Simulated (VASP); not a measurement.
# Ir: relaxation of cell and atoms with PBE+D3(BJ)

Ir:

```
Ir
1.0
     0.00000    1.91560    1.91560
     1.91560    0.00000    1.91560
     1.91560    1.91560    0.00000
Ir
1
Direct
  0.00000 0.00000 0.00000
```

```json
{"Program": "VASP 6.6.1", "Task": "relaxation of cell and atoms", "Functional": "PBE", "Dispersion": "D3(BJ)", "Potentials or basis": "VASP PAW PBE potentials, release 64 (Ir)", "Cutoff": "600 eV", "k mesh": "13 × 13 × 13", "Occupations": "methfessel-paxton, width 0.05 eV", "Spin": "no spin polarisation", "Dipole correction": "no", "Further INCAR settings": "ALGO = Normal; EDIFF = 1e-06; IBRION = 2; EDIFFG = -0.01; NSW = 80; ISIF = 3"}
```

| Item | Value |
| --- | --- |
| Relaxed volume | 14.20 Å³/atom |
| Relaxed cell | a = 2.718 Å, b = 2.718 Å, c = 2.718 Å, α = 60.00°, β = 60.00°, γ = 60.00° |
| Space group after relaxing (to 0.05 Å) | Fm-3m (No. 225) |
| Energy gained by relaxing | 1.6 meV/atom |
| Ionic steps | 3 |
| Pressure after relaxing | 0.0 GPa |
| Dispersion energy per atom | -0.732 eV |

The path:
| step | energy change (eV) | largest force (eV/Å) | pressure (GPa) | volume (Å³) |
| --- | --- | --- | --- | --- |
| 1 | 0.0000 | 0.0000 | 3.75 | 14.06 |
| 2 | 0.0210 | 0.0000 | -12.77 | 14.74 |
| 3 | -0.0016 | 0.0000 | -0.04 | 14.20 |

Final structure:
```cif
data_structure
_symmetry_space_group_name_H-M 'P 1'
_symmetry_Int_Tables_number 1
_cell_length_a 2.7180
_cell_length_b 2.7180
_cell_length_c 2.7180
_cell_angle_alpha 60.000
_cell_angle_beta 60.000
_cell_angle_gamma 60.000
_cell_volume 14.20
loop_
_atom_site_label
_atom_site_type_symbol
_atom_site_fract_x
_atom_site_fract_y
_atom_site_fract_z
_atom_site_occupancy
Ir1 Ir 0.00000 0.00000 0.00000 1
```

Levels at points of the mesh, in eV from the Fermi level:
| k point | band 1 | band 2 | band 3 | band 4 | band 5 | band 6 | band 7 | band 8 |
| --- | --- | --- | --- | --- | --- | --- | --- | --- |
| (0.00, 0.00, 0.00) | -11.08 | -3.86 | -3.86 | -3.86 | -1.19 | -1.19 | 14.33 | 19.89 |

Run time: 13 s on 1 thread of Intel Xeon 6975P-C (shared host), peak memory 0.17 GiB.

Caveat: spin-orbit coupling is left out, which moves the levels of the heavy elements; pairwise dispersion overbinds metals, which lowers pressure and volume. Zero-point motion and thermal expansion aren't in these numbers.
